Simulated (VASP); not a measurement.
# Bi (Pm-3m) in VASP: further runs

The runs below take Bi through single point, with PBEsol.

Program: VASP 6.6.1. These are calculated values, not measurements. Logs are shortened: lines on timing, memory, paths and dates and some standing lists are left out, and cuts for length are marked.

**1. The cell of the first run**

It takes space group Pm-3m (No. 221, cubic). The conventional cell has a = 3.222 Å, b = 3.222 Å, c = 3.222 Å, α = 90.00°, β = 90.00°, γ = 90.00°. Bi (site symmetry m-3m) has 6 Bi at 3.22 Å within 4.2 Å.

**2. Single point, PBEsol**

Contents of INCAR:

```
PREC     = Accurate       # precision mode
ENCUT    = 520            # plane-wave cutoff, eV
EDIFF    = 1E-7           # SCF threshold, eV
ISMEAR   = -1             # smearing method
SIGMA    = 0.1            # smearing width, eV
LREAL    = F              # projectors in reciprocal space
LASPH    = T              # aspherical terms in the spheres
NELM     = 60             # most SCF steps
ALGO     = Normal         # electronic algorithm
ISIF     = 2              # what is computed and relaxed
LWAVE    = F              # write WAVECAR
LCHARG   = F              # write CHGCAR
GGA      = PS             # functional
NBANDS   = 14             # bands
```

Contents of KPOINTS:

```
Automatic mesh
0
Gamma
  10 10 10
```

Contents of POSCAR:

```
Bi
1.0
    3.2222050741      0.0000000000      0.0000000000
    0.0000000000      3.2222050741      0.0000000000
    0.0000000000      0.0000000000      3.2222050741
Bi
1
Direct
    0.0000000000      0.0000000000      0.0000000000
```

Potentials or basis: VASP PAW PBE potentials, release 64 (Bi_d).

Command:

```bash
cat potpaw_PBE.64/Bi_d/POTCAR > POTCAR
mpirun -np 1 vasp_std > vasp.out
```

OUTCAR:

```text
PREC = Accurate
   ENCUT = 520
   EDIFF = 1E-7
   ISMEAR = -1
   LREAL = F
   LASPH = T
   NELM = 60
   ISIF = 2
   GGA = PS

 ion  position               nearest neighbor table
   1  0.000  0.000  0.000-

  LATTYP: Found a simple cubic cell.
 ALAT       =     3.2222050741

  Lattice vectors:

 A1 = (   3.2222050741,   0.0000000000,   0.0000000000)
 A2 = (   0.0000000000,   3.2222050741,   0.0000000000)
 A3 = (   0.0000000000,   0.0000000000,   3.2222050741)

Analysis of symmetry for initial positions (statically):
=====================================================================
 Subroutine PRICEL returns:
 Original cell was already a primitive cell.

 Routine SETGRP: Setting up the symmetry group for a
 simple cubic supercell.

 Subroutine GETGRP returns: Found 48 space group operations
 (whereof 48 operations were pure point group operations)
 out of a pool of 48 trial point group operations.

The static configuration has the point symmetry O_h .

Analysis of symmetry for dynamics (positions and initial velocities):
=====================================================================
 Subroutine PRICEL returns:
 Original cell was already a primitive cell.

 Routine SETGRP: Setting up the symmetry group for a
 simple cubic supercell.

 Subroutine GETGRP returns: Found 48 space group operations
 (whereof 48 operations were pure point group operations)
 out of a pool of 48 trial point group operations.

The dynamic configuration has the point symmetry O_h .

 Subroutine INISYM returns: Found 48 space group operations
 (whereof 48 operations are pure point group operations),
 and found     1 'primitive' translations

----------------------------------------------------------------------------------------

                                     Primitive cell

  volume of cell :      33.4549

  direct lattice vectors                    reciprocal lattice vectors
     3.222205074  0.000000000  0.000000000     0.310346479  0.000000000  0.000000000
     0.000000000  3.222205074  0.000000000     0.000000000  0.310346479  0.000000000
     0.000000000  0.000000000  3.222205074     0.000000000  0.000000000  0.310346479

  length of vectors
     3.222205074  3.222205074  3.222205074     0.310346479  0.310346479  0.310346479

  position of ions in fractional coordinates (direct lattice)
     0.000000000  0.000000000  0.000000000

  ion indices of the primitive-cell ions
   primitive index   ion index
                 1           1

----------------------------------------------------------------------------------------

 KPOINTS: Automatic mesh

Automatic generation of k-mesh.
 Grid dimensions read from file:
 generate k-points for:   10   10   10

 Generating k-lattice:

  Cartesian coordinates                     Fractional coordinates (reciprocal lattice)
     0.031034648  0.000000000  0.000000000     0.100000000  0.000000000  0.000000000
     0.000000000  0.031034648  0.000000000     0.000000000  0.100000000  0.000000000
     0.000000000  0.000000000  0.031034648     0.000000000  0.000000000  0.100000000

  Length of vectors
     0.031034648  0.031034648  0.031034648

  Shift w.r.t. Gamma in fractional coordinates (k-lattice)
     0.000000000  0.000000000  0.000000000

 Subroutine IBZKPT returns following result:
 ===========================================

 Found     56 irreducible k-points:

 Following reciprocal coordinates:
            Coordinates               Weight
  0.000000  0.000000  0.000000      1.000000
  0.100000  0.000000  0.000000      6.000000
  0.200000  0.000000  0.000000      6.000000
  0.300000  0.000000  0.000000      6.000000
  0.400000  0.000000  0.000000      6.000000
  0.500000  0.000000  0.000000      3.000000
[... 16 lines left out ...]
  0.200000  0.100000  0.100000     24.000000
  0.300000  0.100000  0.100000     24.000000
 [... further k-points ...]
   k-points           NKPTS =     56   k-points in BZ     NKDIM =     56   number of bands    NBANDS=     14
   number of dos      NEDOS =    301   number of ions     NIONS =      1
   total plane-waves  NPLWV =  13824
   dimension x,y,z NGX =    24 NGY =   24 NGZ =   24
   dimension x,y,z NGXF=    48 NGYF=   48 NGZF=   48
   ions per type =               1
   NGX,Y,Z   is equivalent  to a cutoff of  12.38, 12.38, 12.38 a.u.
   NGXF,Y,Z  is equivalent  to a cutoff of  24.77, 24.77, 24.77 a.u.
 SYSTEM =  unknown system
   PREC   = accura    normal or accurate (medium, high low for compatibility)
   ISTART =      0    job   : 0-new  1-cont  2-samecut
   ICHARG =      2    charge: 1-file 2-atom 10-const
   ISPIN  =      1    spin polarized calculation?
   LNONCOLLINEAR =      F non collinear calculations
   LSORBIT =      F    spin-orbit coupling
   LASPH  =      T    aspherical Exc in radial PAW
   ENCUT  =  520.0 eV  38.22 Ry    6.18 a.u.   5.99  5.99  5.99*2*pi/ulx,y,z
   NELM   =     60;   NELMIN=  2; NELMDL= -5     # of ELM steps
   EDIFF  = 0.1E-06   stopping-criterion for ELM
   LREAL  =      F    real-space projection
   EDIFFG = 0.1E-05   stopping-criterion for IOM
   NSW    =      0    number of steps for IOM
   IBRION =     -1    ionic relax: 0-MD 1-quasi-New 2-CG
   NFREE  =      0    steps in history (QN), initial steepest desc. (CG)
   ISIF   =      2    stress and relaxation
   ISYM   =      2    0-nonsym 1-usesym 2-fastsym
   POTIM  = 0.5000    time-step for ionic-motion
   TEBEG  =    0.0;   TEEND  =   0.0 temperature during run
   PSTRESS=    0.0 pullay stress
   NELECT =      15.0000    total number of electrons
   NUPDOWN=      -1.0000    fix difference up-down
   EMIN   =  10.00;   EMAX   =-10.00  energy-range for DOS
   EFERMI =   0.00;   METHOD = LEGACY
   ISMEAR =    -1;   SIGMA  =   0.10  broadening in eV -4-tet -1-fermi 0-gaus
   EFERMI_NEDOS =   21; number of points for ismear=-14 and -15
   IALGO  =     38    algorithm
   IMIX   =      4    mixing-type and parameters
     AMIX     =   0.40;   BMIX     =  1.00
     AMIX_MAG =   1.60;   BMIX_MAG =  1.00
  volume/ion in A,a.u.               =      33.45       225.76
  Fermi-wavevector in a.u.,A,eV,Ry     =   1.253003  2.367832 21.361368  1.570016
  Thomas-Fermi vector in A             =   2.386876
   LORBIT       =      0    0 simple, 1 ext, 2 COOP (PROOUT), +10 PAW based schemes
   GGA     = PS    functional components
   LHFCALC =     F    Hartree Fock is set to
   AEXX    =    0.0000 exact exchange contribution
   IVDW    =     0    specifies the selected vdW correction
   LEPSILON=     F    determine dielectric tensor
   LRPA    =     F    only Hartree local field effects (RPA)
 non-spin polarized calculation
  energy-cutoff  :      520.00
  volume of cell :       33.45
 maximum number of plane-waves:       922
 NGX is ok and might be reduce to    24
   NGX = 11   NGY = 11   NGZ = 11

 number of electron      15.0000009 magnetization

 Free energy of the ion-electron system (eV)
  ---------------------------------------------------
  ext. energy  EPLUGINS =         0.00000000
  ---------------------------------------------------
  free energy    TOTEN  =        -4.28523934 eV

  energy without entropy =       -4.26678016  energy(sigma->0) =       -4.27600975

 E-fermi :   6.6746     XC(G=0):  -9.9711

 val. band max:        6.6364779566   @ k =   0.2000   0.2000   0.0000
 cond. band min:       6.6861239588   @ k =   0.4000   0.3000   0.3000
 fundamental gap:      0.0496460022
 Fermi energy:         6.6746165141

 k-point     1 :       0.0000    0.0000    0.0000
  band No.  band energies     occupation
      1     -16.1919      2.00000
      2     -16.1919      2.00000
      3     -15.8363      2.00000
      4     -15.8363      2.00000
      5     -15.8363      2.00000
      6      -6.5755      2.00000
      7       9.9412      0.00000
      8       9.9412      0.00000
      9       9.9412      0.00000
     10      13.1122      0.00000
     11      14.6382      0.00000
     12      14.6382      0.00000
     13      23.7823      0.00000
     14      23.7823      0.00000

 k-point     2 :       0.1000    0.0000    0.0000
  band No.  band energies     occupation
      1     -16.1905      2.00000
      2     -16.1639      2.00000
      3     -15.8452      2.00000
      4     -15.8452      2.00000
      5     -15.8356      2.00000
      6      -6.4472      2.00000
      7       8.3825      0.00000
      8      10.0855      0.00000
      9      10.0855      0.00000
     10      13.6161      0.00000
     11      14.7357      0.00000
     12      16.0369      0.00000
     13      22.8952      0.00000
     14      23.4760      0.00000

 k-point     3 :       0.2000    0.0000    0.0000
  band No.  band energies     occupation
      1     -16.1866      2.00000
      2     -16.0906      2.00000
      3     -15.8682      2.00000
      4     -15.8682      2.00000
      5     -15.8338      2.00000
      6      -6.0729      2.00000
      7       5.9943      1.99778
      8      10.4928      0.00000
      9      10.4928      0.00000
     10      14.0659      0.00000
     11      15.0305      0.00000
     12      19.0096      0.00000
     13      21.2923      0.00000
     14      22.0822      0.00000
[... 324 lines left out ...]
 k-point    23 :       0.2000    0.1000    0.1000
  band No.  band energies     occupation
      1     -16.1438      2.00000
      2     -16.0732      2.00000
      3     -15.8776      2.00000
      4     -15.8767      2.00000
      5     -15.8515      2.00000
      6      -5.8178      2.00000
      7       6.2673      1.96651
      8       8.9807      0.00000
      9       9.1851      0.00000
     10      16.0212      0.00000
     11      16.6450      0.00000
     12      18.8940      0.00000
     13      19.6856      0.00000
     14      20.1875      0.00000

 k-point    24 :       0.3000    0.1000    0.1000
  band No.  band energies     occupation
      1     -16.1393      2.00000
      2     -15.9813      2.00000
      3     -15.9067      2.00000
      4     -15.9057      2.00000
      5     -15.8490      2.00000
      6      -5.2493      2.00000
      7       4.1047      2.00000
      8       9.5841      0.00000
      9       9.7686      0.00000
     10      16.0996      0.00000
     11      16.7342      0.00000
     12      18.3378      0.00000
     13      18.4459      0.00000
     14      22.1824      0.00000

 [... further k-points ...]
[... 5 lines left out ...]
  --------------------------------------------------------------------------------------
  -------------------------------------------------------------------------------------
  Total       -0.0194030     -0.0194030     -0.0194030      0.0000000      0.0000000      0.0000000
  in kB       -0.9292248     -0.9292248     -0.9292248      0.0000000      0.0000000      0.0000000
  external PRESSURE =      -0.9292248 kB  Pullay stress =       0.0000000 kB

 VOLUME and BASIS-vectors are now :
 -----------------------------------------------------------------------------
  energy-cutoff  :      520.00
  volume of cell :       33.45
      direct lattice vectors                 reciprocal lattice vectors
     3.222205074  0.000000000  0.000000000     0.310346479  0.000000000  0.000000000
     0.000000000  3.222205074  0.000000000     0.000000000  0.310346479  0.000000000
     0.000000000  0.000000000  3.222205074     0.000000000  0.000000000  0.310346479

 POSITION                                       TOTAL-FORCE (eV/Angst)
 -----------------------------------------------------------------------------------
      0.00000      0.00000      0.00000         0.000000      0.000000      0.000000
 -----------------------------------------------------------------------------------
    total drift:                                0.000000     -0.000000      0.000000

  FREE ENERGIE OF THE ION-ELECTRON SYSTEM (eV)
  ---------------------------------------------------
  free  energy   TOTEN  =        -4.2852393426 eV

  energy  without entropy=       -4.2667801567  energy(sigma->0) =       -4.27600975
```

Wall time 13 s (1 thread of Intel Xeon Platinum 8259CL at 2.50GHz (Skylake/Cascade Lake), shared host); peak memory 0.14 GiB.

What came out:

| Property | Result |
| --- | --- |
| Free energy | -4.2852 eV |
| Pressure | -0.1 GPa |

Caveat: the PAW data sets were made with another functional, which shifts forces and pressure a little; spin-orbit coupling is left out, which moves the levels of the heavy elements.

**3. Single point, PBEsol**

Contents of INCAR:

```
ALGO     = Normal         # electronic algorithm
EDIFF    = 1E-6           # SCF threshold, eV
ENCUT    = 520            # plane-wave cutoff, eV
GGA      = PS             # functional
ISIF     = 2              # what is computed and relaxed
ISMEAR   = -1             # smearing method
LASPH    = T              # aspherical terms in the spheres
LCHARG   = F              # write CHGCAR
LREAL    = F              # projectors in reciprocal space
LWAVE    = F              # write WAVECAR
NBANDS   = 14             # bands
NELM     = 100            # most SCF steps
PREC     = Accurate       # precision mode
SIGMA    = 0.1            # smearing width, eV
```

Contents of KPOINTS:

```
k-points
0
Gamma
  11 11 11
```

POSCAR is that of step 2.

Potentials or basis: VASP PAW PBE potentials, release 64 (Bi_d).

Command:

```bash
cat potpaw_PBE.64/Bi_d/POTCAR > POTCAR
mpirun -np 1 vasp_std > vasp.out
```

OUTCAR:

```text
EDIFF = 1E-6
   ENCUT = 520
   GGA = PS
   ISIF = 2
   ISMEAR = -1
   LASPH = T
   LREAL = F
   NELM = 100
   PREC = Accurate

 ion  position               nearest neighbor table
   1  0.000  0.000  0.000-

  LATTYP: Found a simple cubic cell.
 ALAT       =     3.2222050741

  Lattice vectors:

 A1 = (   3.2222050741,   0.0000000000,   0.0000000000)
 A2 = (   0.0000000000,   3.2222050741,   0.0000000000)
 A3 = (   0.0000000000,   0.0000000000,   3.2222050741)

Analysis of symmetry for initial positions (statically):
[... 576 lines left out ...]
      6      -5.4562      2.00000
      7       4.6103      2.00000
      8       9.5999      0.00000
      9       9.7829      0.00000
     10      15.9791      0.00000
     11      16.6075      0.00000
     12      18.6680      0.00000
     13      18.7749      0.00000
     14      21.6615      0.00000

 [... further k-points ...]
[... 5 lines left out ...]
  --------------------------------------------------------------------------------------
  -------------------------------------------------------------------------------------
  Total        0.0215051      0.0215051      0.0215051     -0.0000000      0.0000000     -0.0000000
  in kB        1.0298933      1.0298933      1.0298933     -0.0000000      0.0000000     -0.0000000
  external PRESSURE =       1.0298933 kB  Pullay stress =       0.0000000 kB

 VOLUME and BASIS-vectors are now :
 -----------------------------------------------------------------------------
  energy-cutoff  :      520.00
  volume of cell :       33.45
      direct lattice vectors                 reciprocal lattice vectors
     3.222205074  0.000000000  0.000000000     0.310346479  0.000000000  0.000000000
     0.000000000  3.222205074  0.000000000     0.000000000  0.310346479  0.000000000
     0.000000000  0.000000000  3.222205074     0.000000000  0.000000000  0.310346479

 POSITION                                       TOTAL-FORCE (eV/Angst)
 -----------------------------------------------------------------------------------
      0.00000      0.00000      0.00000         0.000000      0.000000      0.000000
 -----------------------------------------------------------------------------------
    total drift:                                0.000000     -0.000000      0.000000

  FREE ENERGIE OF THE ION-ELECTRON SYSTEM (eV)
  ---------------------------------------------------
  free  energy   TOTEN  =        -4.2754837406 eV

  energy  without entropy=       -4.2546762283  energy(sigma->0) =       -4.26507998
```

OSZICAR:

```text
N       E                     dE             d eps       ncg     rms          rms(c)
DAV:   1     0.111762673756E+03    0.11176E+03   -0.76586E+03  1582   0.120E+03
DAV:   2     0.231563167282E+01   -0.10945E+03   -0.10533E+03  1694   0.327E+02
DAV:   3    -0.411988219139E+01   -0.64355E+01   -0.64157E+01  1964   0.789E+01
DAV:   4    -0.427391277596E+01   -0.15403E+00   -0.15400E+00  2006   0.131E+01
DAV:   5    -0.428079053765E+01   -0.68778E-02   -0.68775E-02  2242   0.254E+00    0.602E-01
DAV:   6    -0.427663217069E+01    0.41584E-02   -0.75850E-03  2180   0.121E+00    0.344E-01
DAV:   7    -0.427551331661E+01    0.11189E-02   -0.41108E-03  2126   0.967E-01    0.813E-02
DAV:   8    -0.427548741548E+01    0.25901E-04   -0.49053E-04  2084   0.329E-01    0.730E-03
DAV:   9    -0.427548448082E+01    0.29347E-05   -0.14815E-05  2172   0.537E-02    0.417E-03
DAV:  10    -0.427548374058E+01    0.74024E-06   -0.12454E-06  1664   0.125E-02
   1 F= -.42754837E+01 E0= -.42650800E+01  d E =-.208075E-01
```

Run time: 9.8 s. Hardware: 1 thread of Intel Xeon Platinum 8259CL at 2.50GHz (Skylake/Cascade Lake), shared host; peak memory 0.14 GiB.

Results:

```
Free energy : -4.2755 eV
Pressure    : 0.1 GPa
```

Caveat: the PAW data sets were made with another functional, which shifts forces and pressure a little; spin-orbit coupling is left out, which moves the levels of the heavy elements.

**4. Single point, PBEsol (volume scaled by 1.04)**

Contents of INCAR:

```
PREC = Accurate
ENCUT = 520
EDIFF = 1E-6
ISMEAR = -1
SIGMA = 0.1
LREAL = False
LASPH = True
NELM = 100
ALGO = Normal
ISIF = 2
LWAVE = False
LCHARG = False
GGA = PS
NBANDS = 14
```

Contents of KPOINTS:

```
Automatic mesh
0
Gamma
  11 11 11
```

Contents of POSCAR:

```
Bi
1.0
    3.2646073719      0.0000000000      0.0000000000
    0.0000000000      3.2646073719      0.0000000000
    0.0000000000      0.0000000000      3.2646073719
Bi
1
Direct
    0.0000000000      0.0000000000      0.0000000000
```

Command:

```bash
cat potpaw_PBE.64/Bi_d/POTCAR > POTCAR
mpirun -np 1 vasp_std > vasp.out
```

It took 10 s on 1 thread of Intel Xeon Platinum 8259CL at 2.50GHz (Skylake/Cascade Lake), shared host; peak memory 0.15 GiB.

It converged, with:

| Quantity | Value |
| --- | --- |
| Free energy | -4.2683 eV |
| Pressure | -1.8 GPa |

Levels at points of the mesh, in eV from the Fermi level:
```tsv
k point	band 4	band 5	band 6	band 7	band 8	band 9	band 10	band 11
(0.00, 0.00, 0.00)	-22.49	-22.49	-12.99	3.17	3.17	3.17	6.23	7.85
```

Caveat: the PAW data sets were made with another functional, which shifts forces and pressure a little; spin-orbit coupling is left out, which moves the levels of the heavy elements.

(Continued in part 2 of 3.)
